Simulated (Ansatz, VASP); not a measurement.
One calculation of MgO, two programs

```xyz
4
Lattice="3.4769 0.0000 0.0000 -1.7385 3.0111 0.0000 0.0000 0.0000 5.1198" Properties=species:S:1:pos:R:3 pbc="T T T"
Mg    0.0000    2.0074    0.0187
Mg    1.7385    1.0037    2.5786
O     0.0000    2.0074    2.0527
O     1.7385    1.0037    4.6126
```

Alike in both runs: task single point; functional PBEsol; k mesh 9 × 9 × 6; occupations gaussian, width 0.05 eV; no spin polarisation.

|  | VASP | Ansatz |
| --- | --- | --- |
| version | VASP 6.6.1 | Ansatz 0.2.0 |
| potentials or method | VASP PAW PBE potentials, release 64 (Mg, O), cutoff 520 eV | scalar-relativistic, plane waves, PAW |
| valence electrons in the cell | 16 | 32 |

Ansatz gave:

| Item | Value |
| --- | --- |
| gap on the k mesh at the Fermi level (eV) | 2.70 |
| least direct gap on the mesh (eV) | 2.70 |
| pressure (GPa) | -11.6 |
| traceless stress, the component that is largest in VASP (GPa) | 3.59 |
| rms of the force components (eV/Å) | 0.057 |

Problem. What did VASP give for the same quantities?

Solution. gap on the k mesh at the Fermi level (eV): 2.70; least direct gap on the mesh (eV): 2.70; pressure (GPa): -12.0; traceless stress, the component that is largest in VASP (GPa): 3.66; rms of the force components (eV/Å): 0.057.

VASP's potentials were made for PBE, not for PBEsol, and Ansatz warns of the same on its side. Atom by atom the forces differ by 0.000 eV/Å (rms over components). The functional is the same, so the differences come from potentials, cutoffs and numerics. VASP's potentials hold 16 valence electrons a cell and Ansatz's 32, so a difference there can come from the potentials and not from the codes.
